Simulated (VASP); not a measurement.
# SrTiO3 (Pm-3m) in VASP: further runs

Runs on SrTiO3. Level: PBEsol. Tasks: electric field gradients.

Everything below comes from runs of VASP 6.6.1. Logs are shortened: lines on timing, memory, paths and dates and some standing lists are left out, and cuts for length are marked.

**1. The cell of the first run**

The structure is cubic, space group Pm-3m (No. 221). Conventional cell: a = 3.852 Å, b = 3.852 Å, c = 3.852 Å, α = 90.00°, β = 90.00°, γ = 90.00°. Sr (site symmetry m-3m) has 12 O at 2.72 Å and 8 Ti at 3.34 Å within 3.6 Å. Ti (site symmetry m-3m) has 6 O at 1.93 Å within 2.6 Å. O (site symmetry 4/mmm) has 2 Ti at 1.93 Å within 2.6 Å.

**2. Electric field gradients, PBEsol (11.43 Å³/atom)**

INCAR reads:

```
SYSTEM = SrTiO3
ALGO = Normal
EDIFF = 1E-8
ENCUT = 520
GGA = PS
ISIF = 2
ISMEAR = -1
LASPH = .True.
LCHARG = .False.
LEFG = .True.
LREAL = .False.
LWAVE = .False.
NBANDS = 28
NELM = 80
PREC = Accurate
SIGMA = 0.05
```

KPOINTS reads:

```
k-points
0
Gamma
  7 7 7
  0 0 0
```

POSCAR reads:

```
SrTiO3
1.0
    3.8522232601      0.0000000000      0.0000000000
    0.0000000000      3.8522232601      0.0000000000
    0.0000000000      0.0000000000      3.8522232601
Sr Ti O
1 1 3
Direct
    0.0000000000      0.0000000000      0.0000000000
    0.5000000000      0.5000000000      0.5000000000
    0.0000000000      0.5000000000      0.5000000000
    0.5000000000      0.0000000000      0.5000000000
    0.5000000000      0.5000000000      0.0000000000
```

Potentials or basis: VASP PAW PBE potentials, release 64 (Sr_sv, Ti_sv, O).

Run with:

```
$ cat potpaw_PBE.64/Sr_sv/POTCAR potpaw_PBE.64/Ti_sv/POTCAR potpaw_PBE.64/O/POTCAR > POTCAR
$ mpirun -np 1 vasp_std > vasp.out
```

OUTCAR:

```text
SYSTEM = SrTiO3
   EDIFF = 1E-8
   ENCUT = 520
   GGA = PS
   ISIF = 2
   ISMEAR = -1
   LASPH = .True.
   LREAL = .False.
   NELM = 80
   PREC = Accurate

 ion  position               nearest neighbor table
   1  0.000  0.000  0.000-   3 2.72   4 2.72   5 2.72   3 2.72   4 2.72   3 2.72   5 2.72   3 2.72
                             4 2.72   5 2.72   4 2.72   5 2.72   2 3.34   2 3.34   2 3.34   2 3.34
   2  0.500  0.500  0.500-   3 1.93   4 1.93   5 1.93   5 1.93   4 1.93   3 1.93   1 3.34   1 3.34
                             1 3.34   1 3.34   1 3.34   1 3.34   1 3.34   1 3.34
   3  0.000  0.500  0.500-   2 1.93   2 1.93   1 2.72   1 2.72   1 2.72   1 2.72
   4  0.500  0.000  0.500-   2 1.93   2 1.93   1 2.72   1 2.72   1 2.72   1 2.72
   5  0.500  0.500  0.000-   2 1.93   2 1.93   1 2.72   1 2.72   1 2.72   1 2.72

  LATTYP: Found a simple cubic cell.
 ALAT       =     3.8522232601

  Lattice vectors:

 A1 = (   3.8522232601,   0.0000000000,   0.0000000000)
 A2 = (   0.0000000000,   3.8522232601,   0.0000000000)
 A3 = (   0.0000000000,   0.0000000000,   3.8522232601)

Analysis of symmetry for initial positions (statically):
=====================================================================
 Subroutine PRICEL returns:
 Original cell was already a primitive cell.

 Routine SETGRP: Setting up the symmetry group for a
 simple cubic supercell.

 Subroutine GETGRP returns: Found 48 space group operations
 (whereof 48 operations were pure point group operations)
 out of a pool of 48 trial point group operations.

The static configuration has the point symmetry O_h .

Analysis of symmetry for dynamics (positions and initial velocities):
=====================================================================
 Subroutine PRICEL returns:
 Original cell was already a primitive cell.

 Routine SETGRP: Setting up the symmetry group for a
 simple cubic supercell.

 Subroutine GETGRP returns: Found 48 space group operations
 (whereof 48 operations were pure point group operations)
 out of a pool of 48 trial point group operations.

The dynamic configuration has the point symmetry O_h .

 Subroutine INISYM returns: Found 48 space group operations
 (whereof 48 operations are pure point group operations),
 and found     1 'primitive' translations

[... 146 lines left out ...]
 cond. band min:       6.2367999618   @ k =   0.0000   0.0000   0.0000
 fundamental gap:      1.9401959330
 Fermi energy:         5.2906109755

 k-point     1 :       0.0000    0.0000    0.0000
  band No.  band energies     occupation
      1     -51.6649      2.00000
      2     -28.1590      2.00000
      3     -28.0567      2.00000
      4     -28.0567      2.00000
      5     -28.0567      2.00000
      6     -13.1428      2.00000
[... 609 lines left out ...]
     27      13.0916      0.00000
     28      13.0916      0.00000

------------------------ aborting loop because EDIFF is reached ----------------------------------------

  FORCE on cell =-STRESS in cart. coord.  units (eV):
  Direction    XX          YY          ZZ          XY          YZ          ZX
  --------------------------------------------------------------------------------------
  -------------------------------------------------------------------------------------
  Total        2.4052742      2.4052742      2.4052742      0.0000000      0.0000000     -0.0000000
  in kB       67.4125626     67.4125626     67.4125626      0.0000000      0.0000000     -0.0000000
  external PRESSURE =      67.4125626 kB  Pullay stress =       0.0000000 kB

 VOLUME and BASIS-vectors are now :
 -----------------------------------------------------------------------------
  energy-cutoff  :      520.00
  volume of cell :       57.17
      direct lattice vectors                 reciprocal lattice vectors
     3.852223260  0.000000000  0.000000000     0.259590354  0.000000000  0.000000000
     0.000000000  3.852223260  0.000000000     0.000000000  0.259590354  0.000000000
     0.000000000  0.000000000  3.852223260     0.000000000  0.000000000  0.259590354

 POSITION                                       TOTAL-FORCE (eV/Angst)
 -----------------------------------------------------------------------------------
      0.00000      0.00000      0.00000         0.000000      0.000000      0.000000
      1.92611      1.92611      1.92611         0.000000      0.000000      0.000000
      0.00000      1.92611      1.92611         0.000000      0.000000      0.000000
      1.92611      0.00000      1.92611         0.000000      0.000000      0.000000
      1.92611      1.92611      0.00000         0.000000      0.000000      0.000000
 -----------------------------------------------------------------------------------
    total drift:                                0.000000      0.000000     -0.000000

  FREE ENERGIE OF THE ION-ELECTRON SYSTEM (eV)
  ---------------------------------------------------
  free  energy   TOTEN  =       -41.9735756756 eV

  energy  without entropy=      -41.9735756750  energy(sigma->0) =      -41.97357568

 Electric field gradients (V/A^2)
---------------------------------------------------------------------
 ion       V_xx      V_yy      V_zz      V_xy      V_xz      V_yz
---------------------------------------------------------------------
   1       0.000     0.000     0.000    -0.000     0.000     0.000
   2       0.000     0.000     0.000     0.000     0.000    -0.000
   3       5.156    -2.578    -2.578    -0.000     0.000     0.000
   4      -2.578     5.156    -2.578    -0.000    -0.000     0.000
   5      -2.578    -2.578     5.156    -0.000     0.000    -0.000
---------------------------------------------------------------------

 Electric field gradients after diagonalization (V/A^2)
 (convention: |V_zz| > |V_xx| > |V_yy|)
----------------------------------------------------------------------
 ion       V_xx      V_yy      V_zz     asymmetry (V_yy - V_xx)/ V_zz
----------------------------------------------------------------------
   1       0.000     0.000     0.000      -0.114
   2       0.000     0.000     0.000      -0.748
   3      -2.578    -2.578     5.156       0.000
   4      -2.578    -2.578     5.156       0.000
   5      -2.578    -2.578     5.156       0.000
----------------------------------------------------------------------

           NMR quadrupolar parameters

 Cq : quadrupolar parameter    Cq=e*Q*V_zz/h
 eta: asymmetry parameters     (V_yy - V_xx)/ V_zz
 Q  : nuclear electric quadrupole moment in mb (millibarn)
----------------------------------------------------------------------
 ion       Cq(MHz)       eta       Q (mb)
----------------------------------------------------------------------
   1       0.000      -0.114       1.000
   2       0.000      -0.748       1.000
   3       0.012       0.000       1.000
   4       0.012       0.000       1.000
   5       0.012       0.000       1.000
----------------------------------------------------------------------
```

OSZICAR:

```text
N       E                     dE             d eps       ncg     rms          rms(c)
DAV:   1     0.430681939256E+03    0.43068E+03   -0.21431E+04  1120   0.160E+03
DAV:   2    -0.441425481386E+01   -0.43510E+03   -0.41435E+03  1268   0.444E+02
DAV:   3    -0.492874212612E+02   -0.44873E+02   -0.44482E+02  1584   0.137E+02
[... 12 lines left out ...]
DAV:  16    -0.419735756715E+02    0.75212E-06   -0.11008E-05  1288   0.249E-02    0.220E-03
DAV:  17    -0.419735757057E+02   -0.34190E-07   -0.60686E-07  1392   0.533E-03    0.249E-03
DAV:  18    -0.419735757220E+02   -0.16280E-07   -0.18107E-08  1012   0.975E-04    0.190E-03
DAV:  19    -0.419735756790E+02    0.43009E-07   -0.79602E-08  1388   0.323E-03    0.344E-04
DAV:  20    -0.419735756756E+02    0.33388E-08   -0.57062E-09   704   0.507E-04
   1 F= -.41973576E+02 E0= -.41973576E+02  d E =-.568334E-09
```

stdout:

```text
POSCAR found type information on POSCAR SrTiO
 POSCAR found :  3 types and       5 ions
 scaLAPACK will be used
 -----------------------------------------------------------------------------
|                                                                             |
|                                                                             |
|     You enforced a specific xc type in the INCAR file but a different       |
|     I HOPE YOU KNOW WHAT YOU ARE DOING!                                     |
|                                                                             |
 -----------------------------------------------------------------------------

 LDA part: xc-table for (Slater+PW92), standard interpolation
 POSCAR, INCAR and KPOINTS ok, starting setup
 FFT: planning ... GRIDC
 FFT: planning ... GRID_SOFT
 FFT: planning ... GRID
 WAVECAR not read
 entering main loop
ion   1

ion   2

ion   3

ion   4

ion   5
```

Wall time 42 s (1 thread of Intel Xeon Platinum 8259CL at 2.50GHz (Skylake/Cascade Lake), shared host); peak memory 0.18 GiB.

Results:

| Property | Result |
| --- | --- |
| Free energy | -41.9736 eV |
| Pressure | 6.7 GPa |
| Band gap on the k mesh | 1.94 eV (least direct gap 2.20 eV) |
| Largest electric field gradient by atom | Sr +0.0; Ti +0.0; O +5.2 V/Å² |

Levels at points of the mesh, in eV from the valence-band top:
| k point | band 17 | band 18 | band 19 | band 20 | band 21 | band 22 | band 23 | band 24 |
| --- | --- | --- | --- | --- | --- | --- | --- | --- |
| (0.00, 0.00, 0.00) | -1.19 | -0.26 | -0.26 | -0.26 | 1.94 | 1.94 | 1.94 | 4.69 |

Electric field gradients, principal values (V/Å²):
| atom | least | middle | greatest (by size) |
| --- | --- | --- | --- |
| 1 Sr | 0.000 | 0.000 | 0.000 |
| 2 Ti | 0.000 | 0.000 | 0.000 |
| 3 O | -2.578 | -2.578 | 5.156 |
| 4 O | -2.578 | -2.578 | 5.156 |
| 5 O | -2.578 | -2.578 | 5.156 |

Caveat: the cell stands under pressure; without QUAD_EFG the Cq values of the log hold for a quadrupole moment of 1 mb, not for the nuclei; the PAW data sets were made with another functional, which shifts forces and pressure a little; an odd mesh through Γ misses points on the zone boundary, where band edges can lie.

[end of part 1 of 2]
